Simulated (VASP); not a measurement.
# Co (Im-3m) in VASP: single point with PBE

Aim: the single point of Co with PBE.

Everything below comes from runs of VASP 6.6.1. Logs are shortened: lines on timing, memory, paths and dates and some standing lists are left out, and cuts for length are marked.

### 1 The cell of the first run

It takes space group Im-3m (No. 229, cubic). The conventional cell has a = 2.810 Å, b = 2.810 Å, c = 2.810 Å, α = 90.00°, β = 90.00°, γ = 90.00°. Co (site symmetry m-3m) has 14 Co at 2.43 to 2.81 Å within 3.2 Å.

This isn't the form of Co at room conditions, which is hcp.

### 2 Single point, PBE, non-collinear spin, typed start, spin-orbit coupling

The input, INCAR:

```
  PREC = Accurate
  ENCUT = 520
  EDIFF = 1E-6
  ISMEAR = 0
  SIGMA = 0.05
  LREAL = False
  LASPH = True
  NELM = 150
  ALGO = Fast
  ISIF = 2
  LWAVE = False
  LCHARG = True
  LNONCOLLINEAR = True
  MAGMOM = 0 0 1.93
  LORBIT = 11
  LSORBIT = True
  GGA_COMPAT = False
  LORBMOM = True
  LMAXMIX = 4
  GGA = PE
  LVHAR = True
  NBANDS = 20
```

The input, KPOINTS:

```
regular mesh
0
Gamma
  20 20 20
```

The input, POSCAR:

```
Co
1.0
   -1.4048393734      1.4048393734      1.4048393734
    1.4048393734     -1.4048393734      1.4048393734
    1.4048393734      1.4048393734     -1.4048393734
Co
1
Direct
    0.0000000000      0.0000000000      0.0000000000
```

Potentials or basis: VASP PAW PBE potentials, release 64 (Co).

Started as:

```sh
$ cat potpaw_PBE.64/Co/POTCAR > POTCAR
$ mpirun -np 1 vasp_ncl > vasp.out
```

OUTCAR:

```text
PREC = Accurate
   ENCUT = 520
   EDIFF = 1E-6
   ISMEAR = 0
   LREAL = False
   LASPH = True
   NELM = 150
   ISIF = 2
   LNONCOLLINEAR = True
   LORBIT = 11
   LSORBIT = True
   GGA = PE

 ion  position               nearest neighbor table
   1  0.000  0.000  0.000-

  LATTYP: Found a body centered cubic cell.
 ALAT       =     2.8096787468

  Lattice vectors:

 A1 = (  -1.4048393734,   1.4048393734,   1.4048393734)
 A2 = (   1.4048393734,  -1.4048393734,   1.4048393734)
 A3 = (   1.4048393734,   1.4048393734,  -1.4048393734)

Analysis of symmetry for initial positions (statically):
=====================================================================
 Subroutine PRICEL returns:
 Original cell was already a primitive cell.

 Routine SETGRP: Setting up the symmetry group for a
 body centered cubic supercell.

 Subroutine GETGRP returns: Found 48 space group operations
 (whereof 48 operations were pure point group operations)
 out of a pool of 48 trial point group operations.

The static configuration has the point symmetry O_h .

Analysis of symmetry for dynamics (positions and initial velocities):
=====================================================================
 Subroutine PRICEL returns:
 Original cell was already a primitive cell.

 Routine SETGRP: Setting up the symmetry group for a
 body centered cubic supercell.

 Subroutine GETGRP returns: Found 48 space group operations
 (whereof 48 operations were pure point group operations)
 out of a pool of 48 trial point group operations.

The dynamic configuration has the point symmetry O_h .

Analysis of structural, dynamic, and magnetic symmetry:
=====================================================================
 Subroutine PRICEL returns:
 Original cell was already a primitive cell.

 Routine SETGRP: Setting up the symmetry group for a
 body centered cubic supercell.

 Subroutine GETGRP returns: Found  8 space group operations
 (whereof  8 operations were pure point group operations)
 out of a pool of 48 trial point group operations.

The overall configuration has the point symmetry C_4h.

 Subroutine INISYM returns: Found  8 space group operations
 (whereof  8 operations are pure point group operations),
 and found     1 'primitive' translations

----------------------------------------------------------------------------------------

                                     Primitive cell

  volume of cell :      11.0902

  direct lattice vectors                    reciprocal lattice vectors
    -1.404839373  1.404839373  1.404839373     0.000000000  0.355912576  0.355912576
     1.404839373 -1.404839373  1.404839373     0.355912576  0.000000000  0.355912576
     1.404839373  1.404839373 -1.404839373     0.355912576  0.355912576  0.000000000

  length of vectors
     2.433253171  2.433253171  2.433253171     0.503336392  0.503336392  0.503336392

  position of ions in fractional coordinates (direct lattice)
     0.000000000  0.000000000  0.000000000

  ion indices of the primitive-cell ions
   primitive index   ion index
                 1           1

----------------------------------------------------------------------------------------

 KPOINTS: regular mesh

Automatic generation of k-mesh.
 Grid dimensions read from file:
 generate k-points for:   20   20   20

 Generating k-lattice:

  Cartesian coordinates                     Fractional coordinates (reciprocal lattice)
     0.000000000  0.017795629  0.017795629     0.050000000  0.000000000  0.000000000
     0.017795629  0.000000000  0.017795629     0.000000000  0.050000000  0.000000000
     0.017795629  0.017795629  0.000000000     0.000000000  0.000000000  0.050000000

  Length of vectors
     0.025166820  0.025166820  0.025166820

  Shift w.r.t. Gamma in fractional coordinates (k-lattice)
     0.000000000  0.000000000  0.000000000

 Subroutine IBZKPT returns following result:
 ===========================================

 Found   1062 irreducible k-points:

 Following reciprocal coordinates:
            Coordinates               Weight
  0.000000  0.000000  0.000000      1.000000
  0.050000  0.000000  0.000000      8.000000
  0.000000  0.000000  0.050000      4.000000
  0.100000  0.000000  0.000000      8.000000
  0.000000  0.000000  0.100000      4.000000
  0.150000  0.000000  0.000000      8.000000
[... 16 lines left out ...]
  0.000000  0.050000  0.050000      8.000000
  0.050000  0.000000  0.050000      8.000000
 [... further k-points ...]
   k-points           NKPTS =   1062   k-points in BZ     NKDIM =   1062   number of bands    NBANDS=     20
   number of dos      NEDOS =    301   number of ions     NIONS =      1
   total plane-waves  NPLWV =   5832
   dimension x,y,z NGX =    18 NGY =   18 NGZ =   18
   dimension x,y,z NGXF=    36 NGYF=   36 NGZF=   36
   ions per type =               1
   NGX,Y,Z   is equivalent  to a cutoff of  12.30, 12.30, 12.30 a.u.
   NGXF,Y,Z  is equivalent  to a cutoff of  24.60, 24.60, 24.60 a.u.
 SYSTEM =  unknown system
   PREC   = accura    normal or accurate (medium, high low for compatibility)
   ISTART =      0    job   : 0-new  1-cont  2-samecut
   ICHARG =      2    charge: 1-file 2-atom 10-const
   ISPIN  =      1    spin polarized calculation?
   LNONCOLLINEAR =      T non collinear calculations
   LSORBIT =      T    spin-orbit coupling
   LASPH  =      T    aspherical Exc in radial PAW
   ENCUT  =  520.0 eV  38.22 Ry    6.18 a.u.   4.52  4.52  4.52*2*pi/ulx,y,z
   NELM   =    150;   NELMIN=  2; NELMDL= -5     # of ELM steps
   EDIFF  = 0.1E-05   stopping-criterion for ELM
   LREAL  =      F    real-space projection
   EDIFFG = 0.1E-04   stopping-criterion for IOM
   NSW    =      0    number of steps for IOM
   IBRION =     -1    ionic relax: 0-MD 1-quasi-New 2-CG
   NFREE  =      0    steps in history (QN), initial steepest desc. (CG)
   ISIF   =      2    stress and relaxation
   ISYM   =      2    0-nonsym 1-usesym 2-fastsym
   POTIM  = 0.5000    time-step for ionic-motion
   TEBEG  =    0.0;   TEEND  =   0.0 temperature during run
   PSTRESS=    0.0 pullay stress
   NELECT =       9.0000    total number of electrons
   NUPDOWN=      -1.0000    fix difference up-down
   EMIN   =  10.00;   EMAX   =-10.00  energy-range for DOS
   EFERMI =   0.00;   METHOD = LEGACY
   ISMEAR =     0;   SIGMA  =   0.05  broadening in eV -4-tet -1-fermi 0-gaus
   EFERMI_NEDOS =   21; number of points for ismear=-14 and -15
   IALGO  =     68    algorithm
   IMIX   =      4    mixing-type and parameters
     AMIX     =   0.40;   BMIX     =  1.00
     AMIX_MAG =   1.60;   BMIX_MAG =  1.00
  volume/ion in A,a.u.               =      11.09        74.84
  Fermi-wavevector in a.u.,A,eV,Ry     =   1.527012  2.885633 31.725581  2.331764
  Thomas-Fermi vector in A             =   2.634966
   LORBIT       =     11    0 simple, 1 ext, 2 COOP (PROOUT), +10 PAW based schemes
   GGA     = PE    functional components
   LHFCALC =     F    Hartree Fock is set to
   AEXX    =    0.0000 exact exchange contribution
   IVDW    =     0    specifies the selected vdW correction
   LEPSILON=     F    determine dielectric tensor
   LRPA    =     F    only Hartree local field effects (RPA)
 RMM-DIIS sequential band-by-band and
 Gauss-broadening in eV      SIGMA  =   0.05
  energy-cutoff  :      520.00
  volume of cell :       11.09
 maximum number of plane-waves:       642
   NGX =  9   NGY =  9   NGZ =  9

 number of electron       8.9999995 magnetization      -0.0000000     -0.0000000      1.7244803

 number of electron       8.9999995 magnetization       0.0000000      0.0000000      1.7244390

 number of electron       8.9999995 magnetization       0.0000000     -0.0000000      1.7244233

 Free energy of the ion-electron system (eV)
  ---------------------------------------------------
  ext. energy  EPLUGINS =         0.00000000
  ---------------------------------------------------
  free energy    TOTEN  =        -6.95513478 eV

  energy without entropy =       -6.95301932  energy(sigma->0) =       -6.95407705

 E-fermi :  10.3011     XC(G=0): -13.2793

 val. band max:       10.3005470155   @ k =  -0.4500   0.3500   0.0000
 cond. band min:      10.3014548086   @ k =  -0.3000   0.1000  -0.4500
 fundamental gap:      0.0009077931
 Fermi energy:        10.3011291011

 k-point     1 :       0.0000    0.0000    0.0000
  band No.  band energies     occupation
      1       1.1290      1.00000
      2       1.2127      1.00000
      3       7.2442      1.00000
      4       7.2750      1.00000
      5       7.3172      1.00000
      6       8.3140      1.00000
[... 12 lines left out ...]
     19      40.5333      0.00000
     20      40.5597      0.00000

 k-point     2 :       0.0500    0.0000    0.0000
  band No.  band energies     occupation
      1       1.2327      1.00000
      2       1.3167      1.00000
      3       7.2365      1.00000
      4       7.2814      1.00000
      5       7.3420      1.00000
      6       8.2996      1.00000
[... 12 lines left out ...]
     19      39.8105      0.00000
     20      40.3463      0.00000

 k-point     3 :       0.0000    0.0000    0.0500
  band No.  band energies     occupation
      1       1.2327      1.00000
      2       1.3167      1.00000
      3       7.2407      1.00000
      4       7.2737      1.00000
      5       7.3457      1.00000
      6       8.2899      1.00000
[... 12 lines left out ...]
     19      39.7964      0.00000
     20      40.3230      0.00000

 k-point     4 :       0.1000    0.0000    0.0000
  band No.  band energies     occupation
      1       1.5394      1.00000
      2       1.6249      1.00000
      3       7.1754      1.00000
      4       7.2687      1.00000
      5       7.4799      1.00000
      6       8.2413      1.00000
[... 429 lines left out ...]
 k-point    23 :       0.0000    0.0500    0.0500
  band No.  band energies     occupation
      1       1.4380      1.00000
      2       1.5228      1.00000
      3       7.2122      1.00000
      4       7.2514      1.00000
      5       7.4408      1.00000
      6       8.2484      1.00000
[... 12 lines left out ...]
     19      38.6120      0.00000
     20      39.2495      0.00000

 k-point    24 :       0.0500    0.0000    0.0500
  band No.  band energies     occupation
      1       1.4380      1.00000
      2       1.5228      1.00000
      3       7.2122      1.00000
      4       7.2514      1.00000
      5       7.4408      1.00000
      6       8.2484      1.00000
[... 12 lines left out ...]
     19      38.6135      0.00000
     20      39.2490      0.00000

 [... further k-points ...]

------------------------ aborting loop because EDIFF is reached ----------------------------------------

  FORCE on cell =-STRESS in cart. coord.  units (eV):
  Direction    XX          YY          ZZ          XY          YZ          ZX
  --------------------------------------------------------------------------------------
  -------------------------------------------------------------------------------------
  Total       -0.0676869     -0.0676869     -0.0673970      0.0000017      0.0000000     -0.0000000
  in kB       -9.7785605     -9.7785605     -9.7366819      0.0002498      0.0000000     -0.0000000
  external PRESSURE =      -9.7646010 kB  Pullay stress =       0.0000000 kB

 VOLUME and BASIS-vectors are now :
 -----------------------------------------------------------------------------
  energy-cutoff  :      520.00
  volume of cell :       11.09
      direct lattice vectors                 reciprocal lattice vectors
    -1.404839373  1.404839373  1.404839373     0.000000000  0.355912576  0.355912576
     1.404839373 -1.404839373  1.404839373     0.355912576  0.000000000  0.355912576
     1.404839373  1.404839373 -1.404839373     0.355912576  0.355912576  0.000000000

 POSITION                                       TOTAL-FORCE (eV/Angst)
 -----------------------------------------------------------------------------------
      0.00000      0.00000      0.00000         0.000000      0.000000      0.000000
 -----------------------------------------------------------------------------------
    total drift:                                0.000000     -0.000000      0.000000

  FREE ENERGIE OF THE ION-ELECTRON SYSTEM (eV)
  ---------------------------------------------------
  free  energy   TOTEN  =        -6.9551347839 eV

  energy  without entropy=       -6.9530193231  energy(sigma->0) =       -6.95407705

 orbital moment (x)

 # of ion     p       d       tot
 ----------------------------------------
  1        -0.000   0.000   0.000
 ----------------------------------------
           -0.000   0.000   0.000

 orbital moment (y)

 # of ion     p       d       tot
 ----------------------------------------
  1         0.000  -0.000  -0.000
 ----------------------------------------
            0.000  -0.000  -0.000

 orbital moment (z)

 # of ion     p       d       tot
 ----------------------------------------
  1         0.001   0.076   0.076
 ----------------------------------------
            0.001   0.076   0.076

 Spin-Orbit-Coupling matrix elements

 Ion:    1  E_soc:     -0.0155562
 l=   1
     0.0000000    -0.0003580    -0.0003528
    -0.0003580     0.0000000    -0.0003580
    -0.0003528    -0.0003580     0.0000000
 l=   2
     0.0000000    -0.0003079     0.0000000    -0.0003079    -0.0020025
    -0.0003079     0.0000000    -0.0014019    -0.0003526    -0.0004673
     0.0000000    -0.0014019     0.0000000    -0.0014019     0.0000000
    -0.0003079    -0.0003526    -0.0014019     0.0000000    -0.0004673
    -0.0020025    -0.0004673     0.0000000    -0.0004673     0.0000000
 l=   3
     0.0000000     0.0000000     0.0000000     0.0000000     0.0000000     0.0000000     0.0000000
     0.0000000     0.0000000     0.0000000     0.0000000     0.0000000     0.0000000     0.0000000
     0.0000000     0.0000000     0.0000000     0.0000000     0.0000000     0.0000000     0.0000000
     0.0000000     0.0000000     0.0000000     0.0000000     0.0000000     0.0000000     0.0000000
     0.0000000     0.0000000     0.0000000     0.0000000     0.0000000     0.0000000     0.0000000
     0.0000000     0.0000000     0.0000000     0.0000000     0.0000000     0.0000000     0.0000000
     0.0000000     0.0000000     0.0000000     0.0000000     0.0000000     0.0000000     0.0000000

 total charge

# of ion       s       p       d       tot
------------------------------------------
    1        0.480   0.514   7.231   8.225

 magnetization (x)

# of ion       s       p       d       tot
------------------------------------------
    1        0.000  -0.000   0.000   0.000

 magnetization (y)

# of ion       s       p       d       tot
------------------------------------------
    1        0.000   0.000   0.000   0.000

 magnetization (z)

# of ion       s       p       d       tot
------------------------------------------
    1       -0.004  -0.045   1.794   1.745
```

It took 38 min on 1 thread of Oxide Virtual Turin-like, shared host; peak memory 0.41 GiB.

Results:

```yaml
Free_energy: -6.9551 eV
Pressure: -1.0 GPa
Net_moment: 1.72 μB per cell
Valence_electrons_inside_the_program's_atomic_spheres: Co 8.22
```

Moments on the atoms (μB; x, y, z):
```
Co  0.00 0.00 1.75
```
